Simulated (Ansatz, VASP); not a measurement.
## MnAl5 in VASP and in Ansatz

```xyz
6
Lattice="6.5908 0.0000 0.0000 0.0000 6.5908 0.0000 0.0000 0.0000 2.7367" Properties=species:S:1:pos:R:3 pbc="T T T"
Mn    3.2954    3.2954    1.3683
Al    5.3249    3.2954    0.0000
Al    1.2659    3.2954    0.0000
Al    3.2954    1.2659    0.0000
Al    3.2954    5.3249    0.0000
Al    0.0000    0.0000    1.3683
```

Alike in both runs: functional PBE; k mesh 4 × 4 × 6; occupations gaussian, width 0.1 eV; collinear spin.

Ansatz relaxed the structure, and its values are those at the end. VASP's run is a single point on that final structure, the one shown.

|  | VASP | Ansatz |
| --- | --- | --- |
| version | VASP 6.6.1 | Ansatz 0.2.0 |
| potentials or method | VASP PAW PBE potentials, release 64 (Mn_pv, Al), cutoff 520 eV | scalar-relativistic, plane waves, PAW |
| valence electrons in the cell | 28 | 30 |

Ansatz gave:

```
gap on the k mesh at the Fermi level (eV)                     : none
pressure (GPa)                                                : 0.0
rms of the force components (eV/Å)                            : 0.004
net moment per atom (μB)                                      : 0.22
size of the moment on the site where the two differ most (μB) : 1.41
```

Problem. Estimate VASP's values.

Solution. gap on the k mesh at the Fermi level (eV): none; pressure (GPa): 0.0; rms of the force components (eV/Å): 0.005; net moment per atom (μB): 0.22; size of the moment on the site where the two differ most (μB): 1.47.

Site moments also hang on the region over which each program counts them. A gap of «none» marks a metal or a gap that the smearing closes. The functional is the same, so the differences come from potentials, cutoffs and numerics. VASP's potentials hold 28 valence electrons a cell and Ansatz's 30, so a difference there can come from the potentials and not from the codes. Ansatz's warnings: seeded moment not kept.

The k mesh is coarse, so the values compare programs but aren't converged.
